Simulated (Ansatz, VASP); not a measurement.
# Fe in VASP and in Ansatz

INCAR

```
  ALGO = Normal
  EDIFF = 1E-6
  ENCUT = 600
  GGA = PE
  GGA_COMPAT = False
  ISIF = 2
  ISMEAR = -1
  ISPIN = 2
  LASPH = True
  LCHARG = False
  LMAXMIX = 4
  LORBIT = 11
  LREAL = False
  LWAVE = False
  MAGMOM = 3.04
  NBANDS = 14
  NELM = 200
  PREC = Accurate
  SIGMA = 0.1
```

The input KPOINTS:

```
k-points
0
Gamma
  8 8 8
```

File POSCAR:

```
Fe
1.0
    0.0000000000      1.8930000000      1.8930000000
    1.8930000000      0.0000000000      1.8930000000
    1.8930000000      1.8930000000      0.0000000000
Fe
1
Direct
    0.0000000000      0.0000000000      0.0000000000
```

Input for Ansatz:

```yaml
crystal:
  lattice:
    - [0, 1.893, 1.893]
    - [1.893, 0, 1.893]
    - [1.893, 1.893, 0]
  atoms:
    - { symbol: Fe, position: [0, 0, 0] }
kpoints:
  mp_grid: { grid: [8, 8, 8], shift: [0, 0, 0] }
hamiltonian:
  xc: pbe
  pseudopotentials: { kind: paw }
magnetization:
  spin_polarized: true
scf:
  occupations: { method: fermi_dirac }
```

Alike in both runs: task single point; functional PBE; k mesh 8 × 8 × 8; collinear spin.

|  | VASP | Ansatz |
| --- | --- | --- |
| version | VASP 6.6.1 | Ansatz 0.2 development build |
| potentials or method | VASP PAW PBE potentials, release 64 (Fe) | PAW hard, scalar-relativistic |
| plane-wave cutoff (eV) | 600 | 844 |
| occupations | fermi-dirac, width 0.1 eV | fermi-dirac |

|  | VASP | Ansatz | Ansatz less VASP |
| --- | --- | --- | --- |
| net moment per atom (μB) | 2.70 | 2.70 | +0.002 |
| size of the moment on the site where the two differ most (μB) | 2.72 | 2.76 | +0.046 |

Site moments also hang on the region over which each program counts them. Ansatz's warnings: negative dielectric reading.
